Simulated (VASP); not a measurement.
# BaS: single point with r2SCAN

Crystal: BaS.

```
Ba S
1.0
     0.00000    2.93825    3.06600
     2.93825    0.00000    3.06600
     2.93825    2.93825    0.00000
Ba S
1 1
Direct
  0.00000 0.00000 0.00000
  0.50000 0.50000 0.50000
```

This cell differs from its parent crystal: strain -0.080 along x and y, -0.040 along z.

- Program: VASP 6.6.1
- Task: single point
- Functional: r2SCAN
- Potentials or basis: VASP PAW PBE potentials, release 64 (Ba_sv, S)
- Cutoff: 520 eV
- k mesh: 6 × 6 × 6
- Occupations: gaussian, width 0.05 eV
- Spin: no spin polarisation
- Dipole correction: no
- Further INCAR settings: ALGO = Normal; EDIFF = 1e-06; NBANDS = 15

```yaml
Pressure: 18.2 GPa
Band_gap_on_the_k_mesh: 1.75 eV
```

Stress tensor (GPa, compression positive):
```
21.39  0.00  0.00
 0.00 21.39  0.00
 0.00  0.00 11.83
```

Levels at points of the mesh, in eV from the valence-band top:
| k point | band 5 | band 6 | band 7 | band 8 | band 9 | band 10 | band 11 | band 12 |
| --- | --- | --- | --- | --- | --- | --- | --- | --- |
| (0.00, 0.00, 0.00) | -11.01 | -0.38 | -0.10 | -0.10 | 3.76 | 4.14 | 4.14 | 4.70 |
| (0.50, 0.00, 0.00) | -8.80 | -2.62 | -1.81 | -1.79 | 6.56 | 6.56 | 7.38 | 7.54 |
| (0.50, 0.50, 0.00) | -11.36 | -0.55 | -0.06 | -0.06 | 1.79 | 6.67 | 7.98 | 9.02 |
| (0.50, 0.00, 0.50) | -11.39 | -0.36 | -0.16 | 0.00 | 1.75 | 6.72 | 8.08 | 8.61 |

Wall time 33 s on 1 thread of Intel(R) Xeon(R) 6975P-C (Granite Rapids), on a shared host, peak memory 0.19 GiB.

Caveat: the cell differs from its parent crystal (strain -0.080 along x and y, -0.040 along z); the cell stands under pressure; the PAW data sets were made with another functional, which shifts forces and pressure a little; spin-orbit coupling is left out, which moves the levels of the heavy elements. A k mesh can miss the band edges.
